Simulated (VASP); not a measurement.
A run of VASP 6.6.1 is set up as follows.

POSCAR

```
Si
1.0
    2.5718268179      0.0000000000      0.0000000000
   -1.2859134089      2.2272673585      0.0000000000
    0.0000000000      0.0000000000      2.4495557933
Si
1
Direct
    0.0000000000      0.0000000000      0.0000000000
```

The input INCAR.step1:

```
SYSTEM = Si
PREC = Accurate ; ENCUT = 520
ISMEAR = 0 ; SIGMA = 0.1
LREAL = .FALSE. ; LASPH = .TRUE.
NELM = 60 ; NBANDS = 8
GGA = PE ; ALGO = Normal
EDIFF = 1E-4 ; LWAVE = .TRUE.
LCHARG = .FALSE.
```

File INCAR.step2:

```
SYSTEM = Si
PREC = Accurate ; ENCUT = 520
EDIFF = 1E-6 ; ISMEAR = 0
SIGMA = 0.1 ; LREAL = .FALSE.
LASPH = .TRUE. ; NELM = 60
ALGO = Normal ; ISIF = 2
LWAVE = .FALSE. ; LCHARG = .FALSE.
METAGGA = R2SCAN ; LMIXTAU = .TRUE.
NBANDS = 8 ; ISTART = 1
```

KPOINTS

```
regular mesh
0
G
  18 18 16
  0 0 0
```

Potentials or basis: VASP PAW PBE potentials, release 64 (Si).

Command:

```sh
$ cat potpaw_PBE.64/Si/POTCAR > POTCAR
$ cp INCAR.step1 INCAR
$ mpirun -np 1 vasp_std > vasp.out
$ cp INCAR.step2 INCAR
$ mpirun -np 1 vasp_std > vasp.out
```

(1) Estimate the band gap on the k mesh.

(2) Predict the pressure.

Answers

(1) zero (bands 2 and 3 overlap by 12.84 eV).

(2) 7.9 GPa.

Caveat: the cell stands under pressure; the PAW data sets were made with another functional, which shifts forces and pressure a little.
